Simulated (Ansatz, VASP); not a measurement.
# LaTe in VASP and in Ansatz

```
CELL_PARAMETERS angstrom
0.00000 3.27522 3.21100
3.27522 0.00000 3.21100
3.27522 3.27522 0.00000
ATOMIC_POSITIONS crystal
La 0.00000 0.00000 0.00000
Te 0.50000 0.50000 0.50000
```

Change from the starting cell: equal xx and yy strain of +2 %, PAW files.

Alike in both runs: task electric field gradients; functional LDA; k mesh 10 × 10 × 10; occupations fermi-dirac, width 0.08 eV; no spin polarisation.

|  | VASP | Ansatz |
| --- | --- | --- |
| version | VASP 6.6.1 | Ansatz 0.2.0 |
| potentials or method | VASP PAW LDA potentials, release 64 (La, Te) | PAW with Ansatz's default frozen-core files, scalar-relativistic |
| plane-wave cutoff (eV) | 520 | 420 |
| valence electrons in the cell | 17 | 27 |

VASP gave:

* pressure (GPa): -4.1
* traceless stress, the component that is largest in VASP (GPa): 1.52
* size of Vzz on the site where it differs most (V/Å²): 30.3

Which values does Ansatz return?

Pressure (GPa): -4.1; traceless stress, the component that is largest in VASP (GPa): 1.51; size of Vzz on the site where it differs most (V/Å²): 29.8.

LDA's correlation is that of Perdew and Zunger in VASP and of Perdew and Wang (1992) in Ansatz. VASP's potentials hold 17 valence electrons a cell and Ansatz's 27, so a difference there can come from the potentials and not from the codes.

Spin-orbit coupling is off throughout.
